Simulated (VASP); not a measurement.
Runs of VASP 6.6.1 on Al. The structure is that of space group Im-3m (No. 229), or close to it. The cells are those of the table. 

```tsv
level	spin	cell	cutoff (eV)	gap on the mesh (eV)	pressure (GPa)
PBEsol	off	a = 2.756 Å, angles 109.5°, 1 atom	520	none	(b)
PBEsol	off	a = 2.696 Å, angles 109.5°, 1 atom	520	none	(a)
r2SCAN	off	a = 2.677 Å, angles 109.5°, 1 atom	550	none	8.9
PBEsol	off	a = 2.782 Å, angles 109.5°, 1 atom	520	none	0.1
PBEsol	non-collinear, zero start, SOC	a = 2.796 Å, angles 109.5°, 1 atom	500	-	-1.0
```

Alike in all rows: task single point; potentials or basis VASP PAW PBE potentials, release 64 (Al); k mesh 18 × 18 × 18; smearing gaussian 0.1 eV.

Question: Fill in the values left out.

Answer: (a) 8.5; (b) 2.3.

Caveats: the PAW data sets were made with another functional, which shifts forces and pressure a little.

A gap of «none» marks levels without a gap at the run's occupations.
